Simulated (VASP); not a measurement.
# Co5W (P4/mmm) in VASP: further runs, part 2 of 2

VASP 6.6.1.

### 3 Single point, PBE, collinear spin, ferromagnetic start

This run uses another cell than the first one, of 11.74 Å³/atom.

INCAR

```
SYSTEM = Co5W
PREC = Accurate
ENCUT = 600
EDIFF = 1E-6
ISMEAR = 0
SIGMA = 0.1
LREAL = .FALSE.
LASPH = .TRUE.
NELM = 200
ALGO = Normal
ISIF = 2
LWAVE = .FALSE.
LCHARG = .FALSE.
ISPIN = 2
MAGMOM = 3 3 3 3 3 0
LORBIT = 11
LMAXMIX = 4
GGA = PE
NBANDS = 42
GGA_COMPAT = .FALSE.
```

KPOINTS

```
regular mesh
0
G
  6 6 2
  0 0 0
```

POSCAR

```
Co5W
1.0
    2.5740574490      0.0000000000      0.0000000000
    0.0000000000      2.5740574490      0.0000000000
    0.0000000000      0.0000000000     10.6272340622
Co W
5 1
Direct
    0.5000000000      0.5000000000      0.1864319078
    0.0000000000      0.0000000000      0.3400448856
    0.5000000000      0.5000000000      0.5000000000
    0.0000000000      0.0000000000      0.6599551144
    0.5000000000      0.5000000000      0.8135680922
    0.0000000000      0.0000000000      0.0000000000
```

Potentials or basis: VASP PAW PBE potentials, release 64 (Co, W_sv).

Started as:

```bash
> cat potpaw_PBE.64/Co/POTCAR potpaw_PBE.64/W_sv/POTCAR > POTCAR
> mpirun -np 1 vasp_std > vasp.out
```

OUTCAR:

```text
SYSTEM = Co5W
   PREC = Accurate
   ENCUT = 600
   EDIFF = 1E-6
   ISMEAR = 0
   LREAL = .FALSE.
   LASPH = .TRUE.
   NELM = 200
   ISIF = 2
   ISPIN = 2
   LORBIT = 11
   GGA = PE

 ion  position               nearest neighbor table
   1  0.500  0.500  0.186-   2 2.44   2 2.44   2 2.44   2 2.44   6 2.69   6 2.69   6 2.69   6 2.69

   2  0.000  0.000  0.340-   1 2.44   1 2.44   1 2.44   1 2.44   3 2.49   3 2.49   3 2.49   3 2.49

   3  0.500  0.500  0.500-   2 2.49   4 2.49   2 2.49   4 2.49   2 2.49   4 2.49   2 2.49   4 2.49

   4  0.000  0.000  0.660-   5 2.44   5 2.44   5 2.44   5 2.44   3 2.49   3 2.49   3 2.49   3 2.49

   5  0.500  0.500  0.814-   4 2.44   4 2.44   4 2.44   4 2.44   6 2.69   6 2.69   6 2.69   6 2.69

   6  0.000  0.000  0.000-   1 2.69   5 2.69   1 2.69   5 2.69   1 2.69   5 2.69   1 2.69   5 2.69

  LATTYP: Found a simple tetragonal cell.
 ALAT       =     2.5740574490
 C/A-ratio  =     4.1285924160

  Lattice vectors:

 A1 = (   2.5740574490,   0.0000000000,   0.0000000000)
 A2 = (   0.0000000000,   2.5740574490,   0.0000000000)
 A3 = (   0.0000000000,   0.0000000000,  10.6272340622)

Analysis of symmetry for initial positions (statically):
=====================================================================
[... 1972 lines left out ...]
  in kB       -0.7152720     -0.7152720    -10.4864464      0.0000000      0.0000000     -0.0000000
  external PRESSURE =      -3.9723301 kB  Pullay stress =       0.0000000 kB

 VOLUME and BASIS-vectors are now :
 -----------------------------------------------------------------------------
  energy-cutoff  :      600.00
  volume of cell :       70.41
      direct lattice vectors                 reciprocal lattice vectors
     2.574057449  0.000000000  0.000000000     0.388491718  0.000000000  0.000000000
     0.000000000  2.574057449  0.000000000     0.000000000  0.388491718  0.000000000
     0.000000000  0.000000000 10.627234062     0.000000000  0.000000000  0.094097862

 POSITION                                       TOTAL-FORCE (eV/Angst)
 -----------------------------------------------------------------------------------
      1.28703      1.28703      1.98126         0.000000     -0.000000      0.012792
      0.00000      0.00000      3.61374         0.000000      0.000000      0.016224
      1.28703      1.28703      5.31362         0.000000      0.000000      0.000000
      0.00000      0.00000      7.01350         0.000000      0.000000     -0.016224
      1.28703      1.28703      8.64598        -0.000000      0.000000     -0.012792
      0.00000      0.00000      0.00000         0.000000      0.000000      0.000000
 -----------------------------------------------------------------------------------
    total drift:                                0.000000     -0.000000      0.000000

  FREE ENERGIE OF THE ION-ELECTRON SYSTEM (eV)
  ---------------------------------------------------
  free  energy   TOTEN  =       -47.6768106406 eV

  energy  without entropy=      -47.6449810782  energy(sigma->0) =      -47.66089586

 total charge

# of ion       s       p       d       tot
------------------------------------------
    1        0.486   0.535   7.293   8.314
    2        0.485   0.508   7.239   8.232
    3        0.470   0.493   7.241   8.204
    4        0.485   0.508   7.239   8.232
    5        0.486   0.535   7.293   8.314
    6        2.432   6.308   3.470  12.211
--------------------------------------------------
tot          4.844   8.885  39.776  53.506

 magnetization (x)

# of ion       s       p       d       tot
------------------------------------------
    1       -0.006  -0.034   1.220   1.180
    2       -0.010  -0.045   1.662   1.607
    3       -0.015  -0.044   1.719   1.661
    4       -0.010  -0.045   1.662   1.607
    5       -0.006  -0.034   1.220   1.180
    6       -0.006  -0.020  -0.016  -0.042
--------------------------------------------------
tot         -0.053  -0.223   7.467   7.192
```

Run time: 6.1 min. Hardware: 1 thread of Oxide Virtual Turin-like, shared host; peak memory 0.28 GiB.

Results:

```
Free energy                                           : -47.6768 eV
Pressure                                              : -0.4 GPa
Largest force                                         : 0.016 eV/Å
Net moment                                            : 7.07 μB per cell
Site moments                                          : Co +1.18, +1.61, +1.66 (each value once); W -0.04 μB
Valence electrons inside the program's atomic spheres : Co 8.31, 8.23, 8.20 (each value once); W 12.21
```

Forces in eV/Å, atoms in the order of the input:
```
Co   0.000  0.000  0.013
Co   0.000  0.000  0.016
Co   0.000  0.000  0.000
Co   0.000  0.000 -0.016
Co   0.000  0.000 -0.013
W    0.000  0.000  0.000
```

Stress tensor (GPa, compression positive):
```
-0.07  0.00  0.00
 0.00 -0.07  0.00
 0.00  0.00 -1.05
```

Levels at points of the mesh, in eV from the Fermi level:
Spin up:
```csv
k point,band 31,band 32,band 33,band 34,band 35,band 36
"(0.00, 0.00, 0.00)",-1.02,-0.85,-0.80,-0.76,-0.76,-0.01
"(0.50, 0.00, 0.00)",-0.76,-0.73,0.34,0.44,0.53,0.55
"(0.50, 0.50, 0.00)",0.39,0.39,2.29,2.29,2.65,5.93
"(0.00, 0.00, 0.50)",-0.93,-0.86,-0.80,-0.65,-0.65,1.26
"(0.50, 0.00, 0.50)",-0.53,-0.46,-0.16,0.11,0.55,0.70
"(0.50, 0.50, 0.50)",-0.40,-0.40,2.65,3.58,3.58,3.81
```
Spin down:
| k point | band 22 | band 23 | band 24 | band 25 | band 26 | band 27 | band 28 | band 29 | band 30 | band 31 |
| --- | --- | --- | --- | --- | --- | --- | --- | --- | --- | --- |
| (0.00, 0.00, 0.00) | -0.59 | -0.59 | -0.23 | -0.04 | 0.09 | 0.14 | 0.28 | 0.28 | 0.38 | 0.45 |
| (0.50, 0.00, 0.00) | -1.06 | -1.02 | -0.84 | -0.80 | -0.44 | -0.36 | -0.11 | 0.07 | 0.36 | 0.93 |
| (0.50, 0.50, 0.00) | 0.48 | 0.51 | 0.84 | 0.98 | 0.98 | 1.02 | 1.02 | 1.07 | 1.12 | 1.56 |
| (0.00, 0.00, 0.50) | -0.47 | -0.38 | -0.38 | -0.03 | 0.06 | 0.06 | 0.08 | 0.26 | 0.34 | 0.46 |
| (0.50, 0.00, 0.50) | -1.01 | -0.96 | -0.88 | -0.55 | -0.40 | -0.21 | 0.21 | 0.41 | 0.45 | 0.80 |
| (0.50, 0.50, 0.50) | 0.22 | 0.22 | 0.38 | 0.86 | 0.88 | 0.92 | 0.98 | 0.98 | 1.02 | 1.02 |

Caveat: the k points lie up to 0.41 Å⁻¹ apart; spin-orbit coupling is left out, which moves the levels of the heavy elements.
